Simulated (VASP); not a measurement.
KBaCeBiO6, 10 atoms in the cell. The structure is cubic, space group F-43m (No. 216). The conventional cell has a = 8.757 Å, b = 8.757 Å, c = 8.757 Å, α = 90.00°, β = 90.00°, γ = 90.00°. Within 4.1 Å of Ba (site symmetry -43m) lie 12 O at 3.10 Å and 4 Bi at 3.79 Å and 4 Ce at 3.79 Å. Bi (site symmetry -43m) has 6 O at 2.15 Å within 2.8 Å. Within 2.9 Å of Ce (site symmetry -43m) lie 6 O at 2.23 Å. Within 4.1 Å of K (site symmetry -43m) lie 12 O at 3.10 Å and 4 Bi at 3.79 Å and 4 Ce at 3.79 Å. Within 2.8 Å of O (site symmetry 2mm) lie 1 Bi at 2.15 Å and 1 Ce at 2.23 Å. 

- Program: VASP 6.6.1
- Task: relaxation of cell and atoms
- Functional: PBE
- Potentials or basis: VASP PAW PBE potentials, release 64 (Ba_sv, Bi_d, Ce, K_sv, O)
- Cutoff: 600 eV
- k mesh: 4 × 4 × 4
- Occupations: gaussian, width 0.1 eV
- Spin: no spin polarisation
- Hubbard terms: Ce f U = 5.0 eV, O p U = 5.5 eV
- Dipole correction: no
- Further INCAR settings: ALGO = Normal; EDIFF = 1e-07; IBRION = 2; EDIFFG = -0.05; NSW = 100; ISIF = 3

Potentials or basis: VASP PAW PBE potentials, release 64 (Ba_sv, Bi_d, Ce, K_sv, O).

Run with:

```bash
$ cat potpaw_PBE.64/Ba_sv/POTCAR potpaw_PBE.64/Bi_d/POTCAR potpaw_PBE.64/Ce/POTCAR potpaw_PBE.64/K_sv/POTCAR potpaw_PBE.64/O/POTCAR > POTCAR
$ mpirun -np 1 vasp_std > vasp.out
```

Hardware: 1 thread of AMD EPYC 9R45 96-Core Processor (Zen 5), with other jobs on the host.

**Question.** How long does it take, and how much memory?

**Answer.** It took 3.7 min on 1 thread of AMD EPYC 9R45 96-Core Processor (Zen 5), on a shared host, peak memory 0.4 GiB. Counts: scf iterations 44, k points 8, ion steps 3.
